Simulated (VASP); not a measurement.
# SiC (Cm) in VASP: a series of runs, part 2 of 2

VASP 6.6.1. The steps go on from the part before.

## (3) Single point, r2SCAN

This run uses another cell than the first one, of the same volume but with other edges.

Contents of POSCAR:

```
SiC
1.0
   -1.5387796673     -2.6652445653      0.0000000000
    1.5387796672     -2.6652445654      0.0000000000
   -0.0000000001     -3.1092743099     10.0767691650
Si C
4 4
Direct
   -0.0131688100     -0.0131688100      0.5940376193
    0.6118145233      0.6118145233      0.0940376193
   -0.2007095530     -0.2007095530      0.3440931819
   -0.4923595530     -0.4923595530      0.8440931819
    0.0965111977      0.0965111977      0.4060040042
    0.1381945310      0.1381945310      0.9060040042
    0.9086177753     -0.0913822247      0.1566641945
    0.6169677753     -0.3830322247      0.6566641945
```

Contents of INCAR.step1:

```
PREC = Accurate
ENCUT = 520
ISMEAR = 0
SIGMA = 0.05
LREAL = False
LASPH = True
NELM = 100
NBANDS = 26
GGA = PE
ALGO = Normal
EDIFF = 1E-4
LWAVE = True
LCHARG = False
```

Contents of INCAR.step2:

```
PREC = Accurate
ENCUT = 520
EDIFF = 1E-6
ISMEAR = 0
SIGMA = 0.05
LREAL = False
LASPH = True
NELM = 100
ALGO = Normal
ISIF = 2
LWAVE = False
LCHARG = False
METAGGA = R2SCAN
LMIXTAU = True
NBANDS = 26
ISTART = 1
```

Contents of KPOINTS:

```
regular mesh
0
Gamma
  8 8 3
```

Potentials or basis: VASP PAW PBE potentials, release 64 (Si, C).

On the command line:

```
> cat potpaw_PBE.64/Si/POTCAR potpaw_PBE.64/C/POTCAR > POTCAR
> cp INCAR.step1 INCAR
> mpirun -np 1 vasp_std > vasp.out
> cp INCAR.step2 INCAR
> mpirun -np 1 vasp_std > vasp.out
```

OUTCAR:

```text
PREC = Accurate
   ENCUT = 520
   EDIFF = 1E-6
   ISMEAR = 0
   LREAL = False
   LASPH = True
   NELM = 100
   ISIF = 2
   METAGGA = R2SCAN
   ISTART = 1

 ion  position               nearest neighbor table
   1  0.987  0.987  0.594-   8 1.89   8 1.89   8 1.89   5 1.89   3 3.08   3 3.08   3 3.08   4 3.08
                             4 3.08   4 3.08
   2  0.612  0.612  0.094-   7 1.89   7 1.89   7 1.89   6 2.48   6 2.48   4 2.85   3 3.08   3 3.08
                             3 3.08
   3  0.799  0.799  0.344-   5 1.88   5 1.88   5 1.88   7 1.89   1 3.08   1 3.08   1 3.08   2 3.08
                             2 3.08   2 3.08
   4  0.508  0.508  0.844-   6 1.88   6 1.88   6 1.88   8 1.89   2 2.85   1 3.08   1 3.08   1 3.08

   5  0.097  0.097  0.406-   3 1.88   3 1.88   3 1.88   1 1.89
   6  0.138  0.138  0.906-   4 1.88   4 1.88   4 1.88   2 2.48   2 2.48
   7  0.909  0.909  0.157-   2 1.89   2 1.89   2 1.89   3 1.89
   8  0.617  0.617  0.657-   1 1.89   1 1.89   1 1.89   4 1.89

  LATTYP: Found a base centered monoclinic cell.
 ALAT       =     5.3304891307
 B/A-ratio  =     0.5773502692
 C/A-ratio  =     1.9357840594
 COS(beta)  =    -0.2152616135

[... 199 lines left out ...]
 k-point     1 :       0.0000    0.0000    0.0000
  band No.  band energies     occupation
      1      -8.1733      2.00000
      2      -6.9734      2.00000
      3      -6.8226      2.00000
      4      -4.4909      2.00000
      5      -0.6876      2.00000
      6       3.4892      2.00000
[... 685 lines left out ...]
     25      17.4202      0.00000
     26      17.6474      0.00000

 [... further k-points ...]

------------------------ aborting loop because EDIFF is reached ----------------------------------------

  FORCE on cell =-STRESS in cart. coord.  units (eV):
  Direction    XX          YY          ZZ          XY          YZ          ZX
  --------------------------------------------------------------------------------------
  -------------------------------------------------------------------------------------
  Total       -4.8856711     -1.1324507      5.0615689      0.0000000      4.7663270      0.0000000
  in kB      -94.7043654    -21.9515434     98.1139878      0.0000000     92.3909867      0.0000000
  external PRESSURE =      -6.1806403 kB  Pullay stress =       0.0000000 kB

 VOLUME and BASIS-vectors are now :
 -----------------------------------------------------------------------------
  energy-cutoff  :      520.00
  volume of cell :       82.65
      direct lattice vectors                 reciprocal lattice vectors
    -1.538779667 -2.665244565  0.000000000    -0.324932809 -0.187600045 -0.057885617
     1.538779667 -2.665244565  0.000000000     0.324932809 -0.187600045 -0.057885617
    -0.000000000 -3.109274310 10.076769165     0.000000000  0.000000000  0.099238157

 POSITION                                       TOTAL-FORCE (eV/Angst)
 -----------------------------------------------------------------------------------
     -0.00000     -7.10732      5.98598        -0.000000      0.035586      0.166776
     -0.00000     -3.55366      0.94760         0.000000      0.475810     -0.339979
     -0.00000     -5.33049      3.46735         0.000000      0.331793      0.578086
     -0.00000     -5.33049      8.50573         0.000000      0.318393     -0.101245
     -0.00000     -1.77683      4.09121         0.000000     -0.022779     -0.130463
     -0.00000     -3.55366      9.12959        -0.000000     -1.756369     -0.982302
     -0.00000     -5.33049      1.57867         0.000000      0.800003      1.111012
     -0.00000     -5.33049      6.61705        -0.000000     -0.182437     -0.301884
 -----------------------------------------------------------------------------------
    total drift:                                0.000000      0.000444     -0.000440

  FREE ENERGIE OF THE ION-ELECTRON SYSTEM (eV)
  ---------------------------------------------------
  free  energy   TOTEN  =       -74.4869100789 eV

  energy  without entropy=      -74.4869100789  energy(sigma->0) =      -74.48691008
```

OUTCAR.step1:

```text
PREC = Accurate
   ENCUT = 520
   ISMEAR = 0
   LREAL = False
   LASPH = True
[... 946 lines left out ...]
     -0.00000     -1.77683      4.09121         0.000000     -0.023222     -0.111482
     -0.00000     -3.55366      9.12959        -0.000000     -1.603345     -0.775651
     -0.00000     -5.33049      1.57867         0.000000      0.747584      1.061945
     -0.00000     -5.33049      6.61705        -0.000000     -0.166918     -0.288930
 -----------------------------------------------------------------------------------
    total drift:                                0.000000     -0.000325     -0.001733

  FREE ENERGIE OF THE ION-ELECTRON SYSTEM (eV)
  ---------------------------------------------------
  free  energy   TOTEN  =       -57.6603798135 eV

  energy  without entropy=      -57.6603798135  energy(sigma->0) =      -57.66037981
```

OSZICAR.step1:

```text
N       E                     dE             d eps       ncg     rms          rms(c)
DAV:   1     0.725519204406E+02    0.72552E+02   -0.14427E+04  2964   0.111E+03
DAV:   2    -0.578905023534E+02   -0.13044E+03   -0.12073E+03  3766   0.193E+02
DAV:   3    -0.650951562174E+02   -0.72047E+01   -0.71371E+01  3942   0.424E+01
DAV:   4    -0.651903733893E+02   -0.95217E-01   -0.95055E-01  3864   0.556E+00
DAV:   5    -0.651920861396E+02   -0.17128E-02   -0.17114E-02  3974   0.701E-01    0.175E+01
DAV:   6    -0.578140708444E+02    0.73780E+01   -0.19473E+01  3788   0.196E+01    0.769E+00
DAV:   7    -0.576959169168E+02    0.11815E+00   -0.20015E+00  4048   0.665E+00    0.339E+00
DAV:   8    -0.576635719522E+02    0.32345E-01   -0.12424E-01  3680   0.174E+00    0.117E+00
DAV:   9    -0.576598743380E+02    0.36976E-02   -0.16038E-02  3944   0.733E-01    0.217E-01
DAV:  10    -0.576602167226E+02   -0.34238E-03   -0.13344E-03  3796   0.210E-01    0.108E-01
DAV:  11    -0.576603658753E+02   -0.14915E-03   -0.16542E-04  2664   0.786E-02    0.297E-02
DAV:  12    -0.576603798135E+02   -0.13938E-04   -0.21633E-05  1866   0.343E-02
   1 F= -.57660380E+02 E0= -.57660380E+02  d E =-.942077E-11
```

Run time: 4.6 min. Hardware: 1 thread of Intel Xeon Platinum 8375C at 2.90GHz (Ice Lake), shared host; peak memory 0.26 GiB.

Results:

```yaml
Free_energy: -74.4869 eV
Pressure: -0.6 GPa
Largest_force: 2.012 eV/Å
Band_gap_on_the_k_mesh: 0.71 eV (least direct gap 1.21 eV)
```

Forces on the atoms (eV/Å):
```
Si   0.000  0.036  0.167
Si   0.000  0.476 -0.340
Si   0.000  0.332  0.578
Si   0.000  0.318 -0.101
C    0.000 -0.023 -0.130
C    0.000 -1.756 -0.982
C    0.000  0.800  1.111
C    0.000 -0.182 -0.302
```

Stress tensor (GPa, compression positive):
```
-9.47  0.00  0.00
 0.00 -2.20  9.24
 0.00  9.24  9.81
```

Levels at points of the mesh, in eV from the valence-band top:
| k point | band 13 | band 14 | band 15 | band 16 | band 17 | band 18 | band 19 | band 20 |
| --- | --- | --- | --- | --- | --- | --- | --- | --- |
| (0.00, 0.00, 0.00) | -0.85 | -0.70 | -0.64 | -0.05 | 4.26 | 5.38 | 6.01 | 6.36 |
| (0.50, 0.00, 0.00) | -3.22 | -3.02 | -1.89 | -0.57 | 0.82 | 2.32 | 2.92 | 3.78 |
| (0.50, 0.50, 0.00) | -3.16 | -3.06 | -1.79 | -1.78 | 1.67 | 2.40 | 3.06 | 3.72 |

Caveat: the PAW data sets were made with another functional, which shifts forces and pressure a little; an odd mesh through Γ misses points on the zone boundary, where band edges can lie.

## (4) Single point, r2SCAN

This run uses another cell than the first one, of the same volume but with other edges.

Contents of POSCAR:

```
SiC
1.0
   -1.5387796673     -2.6652445653      0.0000000000
    1.5387796672     -2.6652445654      0.0000000000
   -0.0000000001     -3.9978668480     10.0767691650
Si C
4 4
Direct
   -0.1121948811     -0.1121948811      0.5940376193
    0.5961384522      0.5961384522      0.0940376193
   -0.2580698864     -0.2580698864      0.3440931819
   -0.6330698864     -0.6330698864      0.8440931819
    0.0288303302      0.0288303302      0.4060040042
   -0.0128363365     -0.0128363365      0.9060040042
    0.8825018541     -0.1174981459      0.1566641945
    0.5075018541     -0.4924981459      0.6566641945
```

Contents of INCAR.step1:

```
SYSTEM = SiC
PREC = Accurate ; ENCUT = 520
ISMEAR = 0 ; SIGMA = 0.05
LREAL = .FALSE. ; LASPH = .TRUE.
NELM = 100 ; NBANDS = 26
GGA = PE ; ALGO = Normal
EDIFF = 1E-4 ; LWAVE = .TRUE.
LCHARG = .FALSE.
```

Contents of INCAR.step2:

```
SYSTEM = SiC
PREC = Accurate ; ENCUT = 520
EDIFF = 1E-6 ; ISMEAR = 0
SIGMA = 0.05 ; LREAL = .FALSE.
LASPH = .TRUE. ; NELM = 100
ALGO = Normal ; ISIF = 2
LWAVE = .FALSE. ; LCHARG = .FALSE.
METAGGA = R2SCAN ; LMIXTAU = .TRUE.
NBANDS = 26 ; ISTART = 1
```

Contents of KPOINTS:

```
Automatic mesh
0
G
  8 8 3
  0 0 0
```

On the command line:

```
> cat potpaw_PBE.64/Si/POTCAR potpaw_PBE.64/C/POTCAR > POTCAR
> cp INCAR.step1 INCAR
> mpirun -np 1 vasp_std > vasp.out
> cp INCAR.step2 INCAR
> mpirun -np 1 vasp_std > vasp.out
```

Wall time 4.7 min (1 thread of Intel Xeon Platinum 8375C at 2.90GHz (Ice Lake), shared host); peak memory 0.26 GiB.

The run converged. Its results:

| Item | Value |
| --- | --- |
| Free energy | -74.7150 eV |
| Pressure | -0.4 GPa |
| Largest force | 2.857 eV/Å |
| Band gap on the k mesh | 0.92 eV (least direct gap 1.51 eV) |

Forces on the atoms (eV/Å):
```
Si   0.000 -0.080  0.159
Si   0.000 -1.680 -0.218
Si   0.000 -0.328  0.512
Si   0.000 -0.210 -0.144
C    0.000  0.004 -0.127
C    0.000  2.717 -0.884
C    0.000 -0.688  0.982
C    0.000  0.264 -0.280
```

Stress tensor (GPa, compression positive):
```
 -3.49   0.00   0.00
  0.00  -6.70 -14.37
  0.00 -14.37   9.08
```

Levels at points of the mesh, in eV from the valence-band top:
```
           k point  band 13  band 14  band 15  band 16  band 17  band 18  band 19  band 20
(0.00, 0.00, 0.00)    -0.92    -0.72    -0.63     0.00     4.42     5.39     6.02     6.30
(0.50, 0.00, 0.00)    -3.20    -3.05    -1.91    -1.31     1.73     2.28     3.05     3.70
(0.50, 0.50, 0.00)    -3.15    -3.01    -1.77    -0.58     0.92     2.08     2.98     3.85
```

Caveat: the PAW data sets were made with another functional, which shifts forces and pressure a little; an odd mesh through Γ misses points on the zone boundary, where band edges can lie.

## (5) Summary

| cell | gap on the mesh (eV) | pressure (GPa) | largest force (eV/Å) |
| --- | --- | --- | --- |
| a = 3.078, b = 3.078, c = 10.319 Å, angles 79.3, 79.3, 60.0°, 8 atoms | 0.72 | -2.4 | 0.81 |
| a = 3.078, b = 3.078, c = 10.546 Å, angles 75.2, 75.2, 60.0°, 8 atoms | 0.71 | -0.6 | 2.01 |
| a = 3.078, b = 3.078, c = 10.841 Å, angles 71.4, 71.4, 60.0°, 8 atoms | 0.92 | -0.4 | 2.86 |

Alike in all rows: task single point; level r2SCAN; potentials or basis VASP PAW PBE potentials, release 64 (Si, C); no spin polarisation; k mesh 8 × 8 × 3; cutoff (eV) 520; smearing gaussian 0.05 eV.

Caveats: the PAW data sets were made with another functional, which shifts forces and pressure a little; an odd mesh through Γ misses points on the zone boundary, where band edges can lie.

Absolute energies hang on the potentials; compare differences alone.
